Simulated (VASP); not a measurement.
Write the native input for VASP 6.6.1 that does the following.

```yaml
Task: relaxation of cell and atoms
Functional: PBEsol
Potentials_or_basis: VASP PAW PBE potentials, release 64 (Bi_d)
Cutoff: 600 eV
k_mesh: 9 × 9 × 9
Occupations: fermi-dirac, width 0.05 eV
Spin: no spin polarisation
Target_pressure: 30 GPa
Dipole_correction: no
Further_INCAR_settings: ALGO = Normal; EDIFF = 1e-06; IBRION = 2; EDIFFG = -0.02; NSW = 80; ISIF = 3
```

The structure of Bi lies in POSCAR:

```
Bi
1.0
   -1.9814305318      1.9814305318      1.9814305318
    1.9814305318     -1.9814305318      1.9814305318
    1.9814305318      1.9814305318     -1.9814305318
Bi
1
Direct
    0.0000000000      0.0000000000      0.0000000000
```

One way to write it, as run:

INCAR

```
SYSTEM = Bi
ALGO = Normal ; EDIFF = 1E-6
EDIFFG = -0.02 ; ENCUT = 600
GGA = PS ; IBRION = 2
ISIF = 3 ; ISMEAR = -1
LASPH = .True. ; LCHARG = .False.
LREAL = .False. ; LWAVE = .False.
NELM = 100 ; NSW = 80
PREC = Accurate ; PSTRESS = 300.0
SIGMA = 0.05
```

KPOINTS

```
k-points
0
Gamma
  9 9 9
  0 0 0
```

Potentials or basis: VASP PAW PBE potentials, release 64 (Bi_d).

Command:

```bash
$ cat potpaw_PBE.64/Bi_d/POTCAR > POTCAR
$ mpirun -np 1 vasp_std > vasp.out
```

It gave:

```yaml
Relaxed_volume: 22.93 Å³/atom
Relaxed_cell: a = 3.100 Å, b = 3.100 Å, c = 3.100 Å, α = 109.47°, β = 109.47°, γ = 109.47°
Space_group_after_relaxing_to_0.05_Å: Im-3m (No. 229)
Energy_change_on_relaxing_the_enthalpy_is_what_falls: +501.5 meV/atom
Ionic_steps: 9
Pressure_after_relaxing: 30.0 GPa
```

Caveat: the cell is relaxed towards a set pressure, so the enthalpy falls and the energy may rise; the volume moved by over 15 % at a fixed basis, so the end points are rough; the PAW data sets were made with another functional, which shifts forces and pressure a little.

Run time: 99 s on 1 thread of AMD EPYC 7R43 64-Core Processor (Zen 3), with other jobs on the host, peak memory 0.14 GiB.
